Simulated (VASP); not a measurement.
# H6C2O in VASP: notebook

The runs below take H6C2O through single point, relaxation of the atoms, with PBE+D3(BJ).

All numbers are computed with VASP 6.6.1; they aren't measurements. Logs are shortened: lines on timing, memory, paths and dates and some standing lists are left out, and cuts for length are marked.

**1. The cell of the first run**

The cell holds a disordered packing, 36 atoms: a = 7.042 Å, b = 7.042 Å, c = 7.042 Å, α = 90.00°, β = 90.00°, γ = 90.00°.

**2. Single point, PBE+D3(BJ)**

INCAR

```
PREC = Accurate
ENCUT = 520
EDIFF = 1E-6
ISMEAR = -1
SIGMA = 0.02
LREAL = Auto
LASPH = True
NELM = 80
ALGO = Normal
ISIF = 2
LWAVE = False
LCHARG = True
GGA = PE
IVDW = 12
LELF = True
LVHAR = True
NBANDS = 64
```

KPOINTS

```
regular mesh
0
Gamma
  1 1 1
```

POSCAR

```
H6C2O
1.0
    7.0419250000      0.0000000000      0.0000000000
    0.0000000000      7.0419250000      0.0000000000
    0.0000000000      0.0000000000      7.0419250000
C O H
8 4 24
Direct
    0.5904067425      0.6959176646      0.5697305779
    0.4757363931      0.5305651509      0.4957167252
    0.0071997359      0.5267877746      0.8493558224
   -0.0065039034      0.6970963195      0.9737962276
    1.1121674826      0.0703926838      0.4492805589
    0.8886916575      0.0957266656      0.4481019040
    0.5362596165      0.1556676619      0.8267625685
    0.4148155511      0.0318378852      0.9818196019
    0.5599037195      0.4792013547      0.3177256219
   -0.1835577630      0.7565260919      1.0547400036
    0.8573933974      0.2339559140      0.3013522581
    0.4953901099      0.0878452980      1.1598391065
    0.5187644004      0.3641475875      0.2504712845
    0.4629699976      0.4333190143      0.6026903155
    0.3365841016      0.5811337099      0.4608967008
    0.6283083106      0.6507027553      0.7113537847
    0.7126034430      0.7319873472      0.4597606478
    0.5185513904      0.8250016863      0.5872399947
   -0.2589064780      0.6618644760      1.1080918925
    0.1022589704      0.6553037699      1.0957231155
    0.0704494865      0.8211959088      0.9010888358
    0.1534949605      0.4534271524      0.8297873096
   -0.0612758585      0.3922506985      0.9014154510
   -0.0422185695      0.5374524722      0.7036712263
    0.8754140381      0.3634091530      0.3450192952
    0.7922975607     -0.0413665297      0.4106973590
    0.8028344522      0.1566049056      0.5893132915
    1.1437071539     -0.0482538510      0.5409174338
    1.1590296687      0.0672543374      0.3116477384
    1.1655619735      0.1996471135      0.5166201003
    0.5304515456     -0.0185460652      1.2473719899
    0.2663476251      0.0694128381      0.9802433284
    0.4354207124     -0.1027417929      0.9347018038
    0.4722572308      0.1242841979      0.6902231989
    0.5374098702      0.2987251355      0.8806966845
    0.6783940471      0.0796799171      0.8319458103
```

Potentials or basis: VASP PAW PBE potentials, release 64 (C, O, H).

On the command line:

```bash
$ cat potpaw_PBE.64/C/POTCAR potpaw_PBE.64/O/POTCAR potpaw_PBE.64/H/POTCAR > POTCAR
$ mpirun -np 1 vasp_gam > vasp.out
```

OUTCAR:

```text
PREC = Accurate
   ENCUT = 520
   EDIFF = 1E-6
   ISMEAR = -1
   LREAL = Auto
   LASPH = True
   NELM = 80
   ISIF = 2
   GGA = PE
   IVDW = 12
 IVDW          = 12

 ion  position               nearest neighbor table
   1  0.590  0.696  0.570-  18 1.05  16 1.08  17 1.19   2 1.51
   2  0.476  0.531  0.496-  14 1.02  15 1.07   9 1.43   1 1.51
   3  0.007  0.527  0.849-  24 1.09  23 1.12  22 1.16   4 1.49
   4  0.993  0.697  0.974-  21 1.15  20 1.19  10 1.43   3 1.49
   5  0.112  0.070  0.449-  29 1.02  28 1.08  30 1.09   6 1.58
   6  0.889  0.096  0.448-  26 1.21  27 1.24  11 1.44   5 1.58
   7  0.536  0.156  0.827-  35 1.08  34 1.08  36 1.14   8 1.64
   8  0.415  0.032  0.982-  33 1.01  32 1.08  12 1.43   7 1.64
   9  0.560  0.479  0.318-  13 0.98   2 1.43
  10  0.816  0.757  0.055-  19 0.93   4 1.43
  11  0.857  0.234  0.301-  25 0.97   6 1.44
  12  0.495  0.088  0.160-  31 1.00   8 1.43
  13  0.519  0.364  0.250-   9 0.98
  14  0.463  0.433  0.603-   2 1.02
  15  0.337  0.581  0.461-   2 1.07
  16  0.628  0.651  0.711-   1 1.08
  17  0.713  0.732  0.460-   1 1.19
  18  0.519  0.825  0.587-   1 1.05
[... 16 lines left out ...]
  35  0.537  0.299  0.881-   7 1.08
  36  0.678  0.080  0.832-   7 1.14

  LATTYP: Found a simple cubic cell.
 ALAT       =     7.0419250000

  Lattice vectors:

 A1 = (   7.0419250000,   0.0000000000,   0.0000000000)
 A2 = (   0.0000000000,   7.0419250000,   0.0000000000)
 A3 = (   0.0000000000,   0.0000000000,   7.0419250000)

Analysis of symmetry for initial positions (statically):
=====================================================================
 Subroutine PRICEL returns:
 Original cell was already a primitive cell.

 Routine SETGRP: Setting up the symmetry group for a
 simple cubic supercell.

 Subroutine GETGRP returns: Found  1 space group operations
 (whereof  1 operations were pure point group operations)
 out of a pool of 48 trial point group operations.

The static configuration has the point symmetry C_1 .

Analysis of symmetry for dynamics (positions and initial velocities):
=====================================================================
 Subroutine PRICEL returns:
 Original cell was already a primitive cell.

 Routine SETGRP: Setting up the symmetry group for a
 simple cubic supercell.

 Subroutine GETGRP returns: Found  1 space group operations
 (whereof  1 operations were pure point group operations)
 out of a pool of 48 trial point group operations.

The dynamic configuration has the point symmetry C_1 .

 Subroutine INISYM returns: Found  1 space group operations
 (whereof  1 operations are pure point group operations),
 and found     1 'primitive' translations

----------------------------------------------------------------------------------------

                                     Primitive cell

  volume of cell :     349.2000

  direct lattice vectors                    reciprocal lattice vectors
     7.041925000  0.000000000  0.000000000     0.142006625  0.000000000  0.000000000
     0.000000000  7.041925000  0.000000000     0.000000000  0.142006625  0.000000000
     0.000000000  0.000000000  7.041925000     0.000000000  0.000000000  0.142006625

  length of vectors
     7.041925000  7.041925000  7.041925000     0.142006625  0.142006625  0.142006625

  position of ions in fractional coordinates (direct lattice)
     0.590406743  0.695917665  0.569730578
     0.475736393  0.530565151  0.495716725
     0.007199736  0.526787775  0.849355822
     0.993496097  0.697096319  0.973796228
     0.112167483  0.070392684  0.449280559
     0.888691657  0.095726666  0.448101904
[... 28 lines left out ...]
     0.537409870  0.298725135  0.880696685
     0.678394047  0.079679917  0.831945810

  ion indices of the primitive-cell ions
   primitive index   ion index
                 1           1
                 2           2
                 3           3
                 4           4
                 5           5
                 6           6
[... 28 lines left out ...]
                35          35
                36          36

----------------------------------------------------------------------------------------

 KPOINTS: regular mesh

Automatic generation of k-mesh.
 Grid dimensions read from file:
 generate k-points for:    1    1    1

 Generating k-lattice:

  Cartesian coordinates                     Fractional coordinates (reciprocal lattice)
     0.142006625  0.000000000  0.000000000     1.000000000  0.000000000  0.000000000
     0.000000000  0.142006625  0.000000000     0.000000000  1.000000000  0.000000000
     0.000000000  0.000000000  0.142006625     0.000000000  0.000000000  1.000000000

  Length of vectors
     0.142006625  0.142006625  0.142006625

  Shift w.r.t. Gamma in fractional coordinates (k-lattice)
     0.000000000  0.000000000  0.000000000

 Subroutine IBZKPT returns following result:
 ===========================================

 Found      1 irreducible k-points:

 Following reciprocal coordinates:
            Coordinates               Weight
  0.000000  0.000000  0.000000      1.000000
   k-points           NKPTS =      1   k-points in BZ     NKDIM =      1   number of bands    NBANDS=     64
   number of dos      NEDOS =    301   number of ions     NIONS =     36
   total plane-waves  NPLWV = 157464
   dimension x,y,z NGX =    54 NGY =   54 NGZ =   54
   dimension x,y,z NGXF=   108 NGYF=  108 NGZF=  108
   ions per type =               8   4  24
   NGX,Y,Z   is equivalent  to a cutoff of  12.75, 12.75, 12.75 a.u.
   NGXF,Y,Z  is equivalent  to a cutoff of  25.50, 25.50, 25.50 a.u.
 SYSTEM =  unknown system
   PREC   = accura    normal or accurate (medium, high low for compatibility)
   ISTART =      0    job   : 0-new  1-cont  2-samecut
   ICHARG =      2    charge: 1-file 2-atom 10-const
   ISPIN  =      1    spin polarized calculation?
   LNONCOLLINEAR =      F non collinear calculations
   LSORBIT =      F    spin-orbit coupling
   LASPH  =      T    aspherical Exc in radial PAW
   ENCUT  =  520.0 eV  38.22 Ry    6.18 a.u.  13.09 13.09 13.09*2*pi/ulx,y,z
   NELM   =     80;   NELMIN=  2; NELMDL= -5     # of ELM steps
   EDIFF  = 0.1E-05   stopping-criterion for ELM
   LREAL  =      T    real-space projection
   EDIFFG = 0.1E-04   stopping-criterion for IOM
   NSW    =      0    number of steps for IOM
   IBRION =     -1    ionic relax: 0-MD 1-quasi-New 2-CG
   NFREE  =      0    steps in history (QN), initial steepest desc. (CG)
   ISIF   =      2    stress and relaxation
   ISYM   =      2    0-nonsym 1-usesym 2-fastsym
   POTIM  = 0.5000    time-step for ionic-motion
   TEBEG  =    0.0;   TEEND  =   0.0 temperature during run
   PSTRESS=    0.0 pullay stress
   NELECT =      80.0000    total number of electrons
   NUPDOWN=      -1.0000    fix difference up-down
   EMIN   =  10.00;   EMAX   =-10.00  energy-range for DOS
   EFERMI =   0.00;   METHOD = LEGACY
   ISMEAR =    -1;   SIGMA  =   0.02  broadening in eV -4-tet -1-fermi 0-gaus
   EFERMI_NEDOS =   21; number of points for ismear=-14 and -15
   IALGO  =     38    algorithm
   IMIX   =      4    mixing-type and parameters
     AMIX     =   0.40;   BMIX     =  1.00
     AMIX_MAG =   1.60;   BMIX_MAG =  1.00
  volume/ion in A,a.u.               =       9.70        65.46
  Fermi-wavevector in a.u.,A,eV,Ry     =   1.001721  1.892978 13.652697  1.003445
  Thomas-Fermi vector in A             =   2.134161
   LORBIT       =      0    0 simple, 1 ext, 2 COOP (PROOUT), +10 PAW based schemes
   GGA     = PE    functional components
   LHFCALC =     F    Hartree Fock is set to
   AEXX    =    0.0000 exact exchange contribution
   IVDW    =    12    specifies the selected vdW correction
   LEPSILON=     F    determine dielectric tensor
   LRPA    =     F    only Hartree local field effects (RPA)
 non-spin polarized calculation
  energy-cutoff  :      520.00
  volume of cell :      349.20
 maximum number of plane-waves:      4718
 NGX is ok and might be reduce to    54
   NGX = 27   NGY = 27   NGZ = 27

 number of electron      79.9999992 magnetization

 Free energy of the ion-electron system (eV)
  ---------------------------------------------------
  ext. energy  EPLUGINS =         0.00000000
  ---------------------------------------------------
  free energy    TOTEN  =      -184.77602240 eV

  energy without entropy =     -184.77602240  energy(sigma->0) =     -184.77602240

 E-fermi :  -1.5672     XC(G=0):  -6.9436

 val. band max:       -2.0614194363   @ k =   0.0000   0.0000   0.0000
 cond. band min:       2.3413772484   @ k =   0.0000   0.0000   0.0000
 fundamental gap:      4.4027966847
 Fermi energy:        -1.5672142266

 k-point     1 :       0.0000    0.0000    0.0000
  band No.  band energies     occupation
      1     -22.0911      2.00000
      2     -21.8611      2.00000
      3     -21.6744      2.00000
      4     -21.4193      2.00000
      5     -15.4267      2.00000
      6     -15.1768      2.00000
[... 44 lines left out ...]
     51       5.6973      0.00000
     52       6.0299      0.00000
 [bands above 52 left out]

------------------------ aborting loop because EDIFF is reached ----------------------------------------

 Edisp (eV)   -1.45168

 E8    (eV) :    -0.3161

  FORCE on cell =-STRESS in cart. coord.  units (eV):
  Direction    XX          YY          ZZ          XY          YZ          ZX
  --------------------------------------------------------------------------------------
  -------------------------------------------------------------------------------------
  Total      -5.00748     3.12051    -0.69911    -1.28764     0.35169     5.87461
  in kB     -22.97499    14.31732    -3.20760    -5.90786     1.61360    26.95351
  external pressure =       -3.96 kB  Pullay stress =        0.00 kB

 VOLUME and BASIS-vectors are now :
 -----------------------------------------------------------------------------
  energy-cutoff  :      520.00
  volume of cell :      349.20
      direct lattice vectors                 reciprocal lattice vectors
     7.041925000  0.000000000  0.000000000     0.142006625  0.000000000  0.000000000
     0.000000000  7.041925000  0.000000000     0.000000000  0.142006625  0.000000000
     0.000000000  0.000000000  7.041925000     0.000000000  0.000000000  0.142006625

 POSITION                                       TOTAL-FORCE (eV/Angst)
 -----------------------------------------------------------------------------------
      4.15760      4.90060      4.01200         1.877268     -0.744557     -1.273433
      3.35010      3.73620      3.49080        -0.123866      2.525329     -3.044711
      0.05070      3.70960      5.98110         0.458646     -3.263816     -1.031412
      6.99613      4.90890      6.85740         2.726978      0.071151      1.949312
      0.78987      0.49570      3.16380        -3.141777      0.483800      3.453792
      6.25810      0.67410      3.15550        -1.754119      0.486171      0.643225
[... 28 lines left out ...]
      3.78440      2.10360      6.20180         0.205030      0.670442     -0.333787
      4.77720      0.56110      5.85850        -0.804435      1.027840      0.025239
 -----------------------------------------------------------------------------------
    total drift:                               -0.005437     -0.008504     -0.009065

  FREE ENERGIE OF THE ION-ELECTRON SYSTEM (eV)
  ---------------------------------------------------
  free  energy   TOTEN  =      -186.2277049231 eV

  energy  without entropy=     -186.2277049231  energy(sigma->0) =     -186.22770492
```

Wall time 59 s (1 thread of Intel Xeon Platinum 8259CL at 2.50GHz (Skylake/Cascade Lake), shared host); peak memory 0.36 GiB.

What came out:

* Free energy: -186.2277 eV
* Pressure: -0.4 GPa
* Largest force: 4.760 eV/Å
* Band gap on the k mesh: 4.40 eV
* Dispersion energy per atom: -0.040 eV

Forces in eV/Å, atoms in the order of the input:
```
C    1.877 -0.745 -1.273
C   -0.124  2.525 -3.045
C    0.459 -3.264 -1.031
C    2.727  0.071  1.949
C   -3.142  0.484  3.454
C   -1.754  0.486  0.643
C   -0.445 -3.140  1.816
C    1.589  4.464 -0.454
O    0.714  0.038 -0.421
O    1.633  2.199 -1.880
O   -0.234 -0.432 -0.701
O   -0.060 -1.103  1.045
H   -0.220 -0.318  0.763
H    0.070 -2.622  1.506
H   -1.352  0.234 -0.003
H    1.185  0.392  0.402
H   -1.200 -0.877  1.886
H   -1.243  1.420 -0.001
H   -0.968 -2.314  0.950
H   -1.232  0.781 -0.844
H   -1.257 -0.670  0.660
H   -0.729  1.564  0.463
H   -0.365  0.857  0.315
H   -0.361  0.484 -0.405
H   -0.159 -0.150  0.362
H    1.989  1.983  0.163
H    2.129 -1.141 -1.864
H    0.682 -0.706  0.088
H    0.895 -0.547 -2.457
H    0.264  0.116  0.098
H   -0.389  0.824 -1.180
H   -0.729  0.178 -0.083
H    0.442 -3.431 -0.242
H   -0.094  0.662 -0.373
H    0.205  0.670 -0.334
H   -0.804  1.028  0.025
```

Caveat: the k points lie up to 0.89 Å⁻¹ apart, too coarse for converged energies, forces and pressures.

**3. Relaxation of the atoms, PBE+D3(BJ)**

INCAR

```
SYSTEM = H6C2O
ALGO = Normal ; EDIFF = 1E-6
EDIFFG = -0.3 ; ENCUT = 520
GGA = PE ; IBRION = 2
ISIF = 2 ; ISMEAR = -1
IVDW = 12 ; LASPH = .TRUE.
LCHARG = .FALSE. ; LREAL = Auto
LWAVE = .FALSE. ; NELM = 60
NSW = 35 ; PREC = Accurate
SIGMA = 0.02
```

KPOINTS

```
k-points
0
G
  1 1 1
  0 0 0
```

POSCAR

```
H6C2O
1.0
    7.0419250000      0.0000000000      0.0000000000
    0.0000000000      7.0419250000      0.0000000000
    0.0000000000      0.0000000000      7.0419250000
C O H
8 4 24
Direct
    0.5321108000      0.6304530000      0.3811948000
    0.5332394000      0.4176028000      0.3530583000
    0.1609135000      0.6435239000      0.9060126000
    0.0248601000      0.7629920000      1.0214031000
    1.0010879000     -0.0675681000      0.4921134000
    0.9606071000      0.0952794000      0.3581726000
    0.4832698000      0.2186024000      0.8024929000
    0.2776721000      0.1710179000      0.8420329000
    0.5199056000      0.3837471000      0.1537315000
   -0.1305390000      0.8101805000      0.9002440000
    0.9331700000      0.2606604000      0.4719773000
    0.2482180000      0.1947062000      1.0410969000
    0.5205346000      0.2471885000      0.1343086000
    0.6644387000      0.3563627000      0.4114138000
    0.4131678000      0.3527268000      0.4288400000
    0.5420591000      0.6658778000      0.5320323000
    0.6521425000      0.6944548000      0.3068139000
    0.4011696000      0.6908232000      0.3242193000
   -0.2187685000      0.8870262000      0.9732933000
   -0.0240261000      0.6832238000      1.1463677000
    0.0966576000      0.8917311000      1.0727869000
    0.2838870000      0.6024989000      0.9914544000
    0.0896638000      0.5151800000      0.8561359000
    0.2102043000      0.7234400000      0.7826424000
    0.9070508000      0.3661204000      0.3869956000
    1.0799824000      0.1146357000      0.2594619000
    0.8334984000      0.0644601000      0.2729523000
    1.0235756000     -0.1992916000      0.4130623000
    1.1280469000     -0.0371894000      0.5757490000
    0.8818552000     -0.0873054000      0.5892235000
    0.1163352000      0.1643973000      1.0678214000
    0.1839743000      0.2652751000      0.7601473000
    0.2470372000      0.0243743000      0.7981452000
    0.5150514000      0.2030766000      0.6513151000
    0.5130748000      0.3646667000      0.8450755000
    0.5760629000      0.1240516000      0.8830283000
```

Potentials or basis: VASP PAW PBE potentials, release 64 (C, O, H).

On the command line:

```bash
$ cat potpaw_PBE.64/C/POTCAR potpaw_PBE.64/O/POTCAR potpaw_PBE.64/H/POTCAR > POTCAR
$ mpirun -np 1 vasp_gam > vasp.out
```

Run time: 12 min. Hardware: 1 thread of Intel Xeon Platinum 8259CL at 2.50GHz (Skylake/Cascade Lake), shared host; peak memory 0.41 GiB.

Results (log left out):

* Free energy: -188.7285 eV
* Energy gained by relaxing: 20.5 meV/atom
* Ionic steps: 20
* Pressure after relaxing: 0.8 GPa
* Largest force after relaxing: 0.273 eV/Å
* Band gap on the k mesh: 4.57 eV
* Dispersion energy per atom: -0.041 eV

Forces in eV/Å, atoms in the order of the input:
```
C   -0.067  0.010 -0.066
C    0.011 -0.096 -0.175
C   -0.044  0.001 -0.015
C   -0.072  0.005 -0.053
C    0.025 -0.037  0.029
C    0.032  0.024  0.005
C    0.062 -0.031 -0.033
C   -0.013  0.092  0.235
O    0.159  0.091  0.025
O   -0.068  0.056  0.131
O    0.030 -0.020 -0.025
O   -0.025  0.054  0.067
H   -0.142  0.081 -0.047
H   -0.052  0.027  0.089
H   -0.085  0.113  0.190
H   -0.027  0.019 -0.029
H   -0.128 -0.034  0.104
H    0.072  0.116 -0.034
H    0.086 -0.116 -0.032
H   -0.014 -0.076  0.010
H    0.082 -0.020  0.038
H   -0.034 -0.064 -0.087
H    0.029  0.081  0.024
H   -0.062 -0.097  0.096
H   -0.028  0.020  0.099
H    0.098  0.072 -0.106
H   -0.051 -0.044  0.095
H   -0.003 -0.056 -0.044
H   -0.062 -0.104 -0.073
H   -0.099  0.079  0.009
H    0.241  0.122 -0.043
H    0.081 -0.031 -0.213
H    0.050 -0.142 -0.054
H    0.121 -0.054  0.036
H   -0.006 -0.164 -0.063
H   -0.097  0.124 -0.092
```

Stress tensor (GPa, compression positive):
```
-0.26 -0.09 -0.30
-0.09  0.77  0.01
-0.30  0.01  1.98
```

Step by step:
```tsv
step	energy change (eV)	largest force (eV/Å)	pressure (GPa)
1	0.0000	1.0924	2.47
2	-0.0260	1.4778	2.34
3	-0.0665	0.8177	2.37
4	-0.1496	0.6260	2.07
5	-0.1880	1.1398	1.66
6	-0.2434	0.6861	1.62
7	-0.2731	0.7291	1.56
8	-0.3226	0.6478	1.41
9	-0.3921	0.8528	0.92
10	-0.4542	0.6984	0.79
11	-0.5084	1.2924	0.45
12	-0.5540	0.9790	0.61
13	-0.5943	0.8386	0.92
14	-0.6283	0.4960	0.99
15	-0.6457	0.6498	1.09
16	-0.6748	0.4301	1.12
17	-0.6852	0.6622	1.14
18	-0.7110	0.3225	1.08
19	-0.7168	0.4128	1.04
20	-0.7384	0.2731	0.83
```

Final structure:
```
CELL_PARAMETERS angstrom
7.04192 0.00000 0.00000
0.00000 7.04192 0.00000
0.00000 0.00000 7.04192
ATOMIC_POSITIONS crystal
C 0.53030 0.64278 0.39027
C 0.53342 0.42839 0.36449
C 0.15761 0.63583 0.90391
C 0.02373 0.75614 0.02085
C 0.99468 0.92550 0.49628
C 0.95811 0.09459 0.37035
C 0.49098 0.21344 0.79110
C 0.28489 0.16520 0.82320
O 0.58246 0.37723 0.17240
O 0.86488 0.81472 0.90611
O 0.93949 0.26373 0.48317
O 0.23919 0.19380 0.02143
H 0.48254 0.29324 0.12656
H 0.64055 0.36505 0.45790
H 0.39500 0.36411 0.39679
H 0.54031 0.68023 0.54168
H 0.65336 0.70614 0.31625
H 0.39903 0.70358 0.33157
H 0.77522 0.88294 0.98657
H 0.97199 0.67492 0.14469
H 0.09952 0.88153 0.07504
H 0.27872 0.59332 0.99271
H 0.08493 0.50808 0.85221
H 0.21265 0.71563 0.78089
H 0.92708 0.36795 0.39341
H 0.08285 0.10938 0.27870
H 0.83123 0.07677 0.27935
H 0.01428 0.79791 0.41001
H 0.12715 0.94945 0.57444
H 0.88334 0.89747 0.60053
H 0.10247 0.17571 0.03583
H 0.18951 0.25384 0.73748
H 0.25714 0.01620 0.78866
H 0.52416 0.19171 0.64084
H 0.52277 0.36219 0.82650
H 0.58566 0.12028 0.87466
```

Levels at points of the mesh, in eV from the valence-band top:
```
           k point  band 38  band 39  band 40  band 41  band 42  band 43
(0.00, 0.00, 0.00)    -0.69    -0.45     0.00     4.57     5.28     6.00
```

Caveat: the k points lie up to 0.89 Å⁻¹ apart, too coarse for converged energies, forces and pressures; the relaxation stopped at a loose force limit of 0.3 eV/Å, so its end isn't a converged minimum.
